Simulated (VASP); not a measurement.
Runs of VASP 6.6.1 on Sn. The structure is that of space group P6_3/mmc (No. 194), or close to it. The cells are those of the table. This isn't the form of Sn at room conditions, which is tetragonal (white tin).

```tsv
cell	gap on the mesh (eV)	pressure (GPa)
a = 3.299, b = 3.299, c = 10.906 Å, angles 90.0, 90.0, 120.0°, 4 atoms	none	0.3
a = 3.254, b = 3.254, c = 10.759 Å, angles 90.0, 90.0, 120.0°, 4 atoms	none	2.8
a = 3.342, b = 3.342, c = 11.049 Å, angles 90.0, 90.0, 120.0°, 4 atoms	none	(b)
a = 3.161, b = 3.161, c = 10.451 Å, angles 90.0, 90.0, 120.0°, 4 atoms	none	(a)
a = 3.208, b = 3.208, c = 10.607 Å, angles 90.0, 90.0, 120.0°, 4 atoms	none	6.3
```

Alike in all rows: task single point; level LDA; potentials or basis VASP PAW LDA potentials, release 64 (Sn_d); no spin polarisation; k mesh 12 × 12 × 4; cutoff (eV) 520; smearing fermi-dirac 0.1 eV.

**Question.** Fill in the values left out.

**Answer.** (a) 10.4; (b) -1.9.

Caveats: spin-orbit coupling is left out, which moves the levels of the heavy elements; the cell stands under pressure (at least some runs).

A k mesh can miss the band edges, and the runs leave out spin-orbit coupling on Sn.

A gap of «none» marks levels without a gap at the run's occupations.
